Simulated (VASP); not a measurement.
# Ti (Fm-3m) in VASP: further runs, part 3 of 3

VASP 6.6.1. Earlier steps stand in the parts before.

**4. Electric field gradients, LDA (15.73 Å³/atom)**

INCAR

```
PREC = Accurate
ENCUT = 400
EDIFF = 1E-8
ISMEAR = -1
SIGMA = 0.05
LREAL = False
LASPH = True
NELM = 120
ALGO = Normal
ISIF = 2
LWAVE = False
LCHARG = False
LEFG = True
NBANDS = 12
GGA_COMPAT = False
```

KPOINTS

```
Automatic mesh
0
Gamma
  15 15 15
```

POSCAR

```
Ti
1.0
    0.0000000000      1.9885598007      1.9885598007
    1.9885598007      0.0000000000      1.9885598007
    1.9885598007      1.9885598007      0.0000000000
Ti
1
Direct
    0.0000000000      0.0000000000      0.0000000000
```

Potentials or basis: VASP PAW LDA potentials, release 64 (Ti_sv).

Started as:

```
> cat potpaw_LDA.64/Ti_sv/POTCAR > POTCAR
> mpirun -np 1 vasp_std > vasp.out
```

OUTCAR:

```text
PREC = Accurate
   ENCUT = 400
   EDIFF = 1E-8
   ISMEAR = -1
   LREAL = False
   LASPH = True
   NELM = 120
   ISIF = 2

 ion  position               nearest neighbor table
   1  0.000  0.000  0.000-

  LATTYP: Found a face centered cubic cell.
 ALAT       =     3.9771196014

  Lattice vectors:

 A1 = (   0.0000000000,   1.9885598007,   1.9885598007)
 A2 = (   1.9885598007,   0.0000000000,   1.9885598007)
 A3 = (   1.9885598007,   1.9885598007,   0.0000000000)

Analysis of symmetry for initial positions (statically):
=====================================================================
 Subroutine PRICEL returns:
 Original cell was already a primitive cell.

 Routine SETGRP: Setting up the symmetry group for a
 face centered cubic supercell.

 Subroutine GETGRP returns: Found 48 space group operations
 (whereof 48 operations were pure point group operations)
 out of a pool of 48 trial point group operations.

The static configuration has the point symmetry O_h .

Analysis of symmetry for dynamics (positions and initial velocities):
=====================================================================
 Subroutine PRICEL returns:
 Original cell was already a primitive cell.

 Routine SETGRP: Setting up the symmetry group for a
 face centered cubic supercell.

 Subroutine GETGRP returns: Found 48 space group operations
 (whereof 48 operations were pure point group operations)
 out of a pool of 48 trial point group operations.

The dynamic configuration has the point symmetry O_h .

 Subroutine INISYM returns: Found 48 space group operations
 (whereof 48 operations are pure point group operations),
 and found     1 'primitive' translations

----------------------------------------------------------------------------------------

                                     Primitive cell

  volume of cell :      15.7270

  direct lattice vectors                    reciprocal lattice vectors
     0.000000000  1.988559801  1.988559801    -0.251438252  0.251438252  0.251438252
     1.988559801  0.000000000  1.988559801     0.251438252 -0.251438252  0.251438252
     1.988559801  1.988559801  0.000000000     0.251438252  0.251438252 -0.251438252

  length of vectors
     2.812248240  2.812248240  2.812248240     0.435503827  0.435503827  0.435503827

  position of ions in fractional coordinates (direct lattice)
     0.000000000  0.000000000  0.000000000

  ion indices of the primitive-cell ions
   primitive index   ion index
                 1           1

----------------------------------------------------------------------------------------

 KPOINTS: Automatic mesh

Automatic generation of k-mesh.
 Grid dimensions read from file:
 generate k-points for:   15   15   15

 Generating k-lattice:

  Cartesian coordinates                     Fractional coordinates (reciprocal lattice)
    -0.016762550  0.016762550  0.016762550     0.066666667  0.000000000  0.000000000
     0.016762550 -0.016762550  0.016762550     0.000000000  0.066666667  0.000000000
[... 71 lines left out ...]
   EMIN   =  10.00;   EMAX   =-10.00  energy-range for DOS
   EFERMI =   0.00;   METHOD = LEGACY
   ISMEAR =    -1;   SIGMA  =   0.05  broadening in eV -4-tet -1-fermi 0-gaus
   EFERMI_NEDOS =   21; number of points for ismear=-14 and -15
   IALGO  =     38    algorithm
   IMIX   =      4    mixing-type and parameters
     AMIX     =   0.40;   BMIX     =  1.00
     AMIX_MAG =   1.60;   BMIX_MAG =  1.00
  volume/ion in A,a.u.               =      15.73       106.13
  Fermi-wavevector in a.u.,A,eV,Ry     =   1.495960  2.826954 30.448420  2.237896
  Thomas-Fermi vector in A             =   2.608038
   LORBIT       =      0    0 simple, 1 ext, 2 COOP (PROOUT), +10 PAW based schemes
   GGA     = CA    functional components
   LHFCALC =     F    Hartree Fock is set to
   AEXX    =    0.0000 exact exchange contribution
   IVDW    =     0    specifies the selected vdW correction
   LEPSILON=     F    determine dielectric tensor
   LRPA    =     F    only Hartree local field effects (RPA)
 non-spin polarized calculation
  energy-cutoff  :      400.00
  volume of cell :       15.73
 maximum number of plane-waves:       297
   NGX =  9   NGY =  9   NGZ =  9

 number of electron      12.0000007 magnetization

 Free energy of the ion-electron system (eV)
  ---------------------------------------------------
  ext. energy  EPLUGINS =         0.00000000
  ---------------------------------------------------
  free energy    TOTEN  =        -8.49637674 eV

  energy without entropy =       -8.48273290  energy(sigma->0) =       -8.48955482

 E-fermi :   9.0953     XC(G=0): -12.2683

 val. band max:        9.0890609819   @ k =   0.2000   0.1333   0.0000
 cond. band min:       9.0958148259   @ k =  -0.4667   0.2667   0.1333
 fundamental gap:      0.0067538440
 Fermi energy:         9.0953433809

 k-point     1 :       0.0000    0.0000    0.0000
  band No.  band energies     occupation
      1     -46.7762      2.00000
      2     -22.8740      2.00000
      3     -22.8740      2.00000
      4     -22.8740      2.00000
      5       2.8882      2.00000
      6       9.9836      0.00000
      7       9.9836      0.00000
      8       9.9836      0.00000
      9      11.8262      0.00000
     10      11.8262      0.00000
     11      24.9780      0.00000
     12      29.8685      0.00000
[... 331 lines left out ...]
 k-point    24 :       0.2000    0.1333    0.0000
  band No.  band energies     occupation
      1     -46.7093      2.00000
      2     -23.1463      2.00000
      3     -22.9571      2.00000
      4     -22.9496      2.00000
      5       4.2063      2.00000
      6       9.0891      1.06274
      7      10.4808      0.00000
      8      10.5642      0.00000
      9      11.0890      0.00000
     10      12.1139      0.00000
     11      25.8381      0.00000
     12      26.4752      0.00000

 [... further k-points ...]

------------------------ aborting loop because EDIFF is reached ----------------------------------------

  FORCE on cell =-STRESS in cart. coord.  units (eV):
  Direction    XX          YY          ZZ          XY          YZ          ZX
  --------------------------------------------------------------------------------------
  -------------------------------------------------------------------------------------
  Total        0.1392009      0.1392009      0.1392009     -0.0000000     -0.0000000      0.0000000
  in kB       14.1809973     14.1809973     14.1809973     -0.0000000     -0.0000000      0.0000000
  external PRESSURE =      14.1809973 kB  Pullay stress =       0.0000000 kB

 VOLUME and BASIS-vectors are now :
 -----------------------------------------------------------------------------
  energy-cutoff  :      400.00
  volume of cell :       15.73
      direct lattice vectors                 reciprocal lattice vectors
     0.000000000  1.988559801  1.988559801    -0.251438252  0.251438252  0.251438252
     1.988559801  0.000000000  1.988559801     0.251438252 -0.251438252  0.251438252
     1.988559801  1.988559801  0.000000000     0.251438252  0.251438252 -0.251438252

 POSITION                                       TOTAL-FORCE (eV/Angst)
 -----------------------------------------------------------------------------------
      0.00000      0.00000      0.00000         0.000000      0.000000      0.000000
 -----------------------------------------------------------------------------------
    total drift:                               -0.000000     -0.000000      0.000000

  FREE ENERGIE OF THE ION-ELECTRON SYSTEM (eV)
  ---------------------------------------------------
  free  energy   TOTEN  =        -8.4963767356 eV

  energy  without entropy=       -8.4827328977  energy(sigma->0) =       -8.48955482

 Electric field gradients (V/A^2)
---------------------------------------------------------------------
 ion       V_xx      V_yy      V_zz      V_xy      V_xz      V_yz
---------------------------------------------------------------------
   1       0.000     0.000     0.000    -0.000    -0.000    -0.000
---------------------------------------------------------------------

 Electric field gradients after diagonalization (V/A^2)
 (convention: |V_zz| > |V_xx| > |V_yy|)
----------------------------------------------------------------------
 ion       V_xx      V_yy      V_zz     asymmetry (V_yy - V_xx)/ V_zz
----------------------------------------------------------------------
   1       0.000     0.000    -0.001       0.000
----------------------------------------------------------------------

           NMR quadrupolar parameters

 Cq : quadrupolar parameter    Cq=e*Q*V_zz/h
 eta: asymmetry parameters     (V_yy - V_xx)/ V_zz
 Q  : nuclear electric quadrupole moment in mb (millibarn)
----------------------------------------------------------------------
 ion       Cq(MHz)       eta       Q (mb)
----------------------------------------------------------------------
   1      -0.000       0.000       1.000
----------------------------------------------------------------------
```

stdout:

```text
POSCAR found type information on POSCAR Ti
 POSCAR found :  1 types and       1 ions
 scaLAPACK will be used
 LDA part: xc-table for (Slater(with rela. corr.)+CA(PZ))
 , standard interpolation
 POSCAR, INCAR and KPOINTS ok, starting setup
 FFT: planning ... GRIDC
 FFT: planning ... GRID_SOFT
 FFT: planning ... GRID
 WAVECAR not read
 entering main loop
ion   1
```

It took 17 s on 1 thread of Intel Xeon 8259CL, shared host; peak memory 0.12 GiB.

What came out:

| Property | Result |
| --- | --- |
| Free energy | -8.4964 eV |
| Pressure | 1.4 GPa |
| Band gap on the k mesh | zero (bands 6 and 7 overlap by 1.23 eV) |
| Largest electric field gradient by atom | zero within the noise of the run |
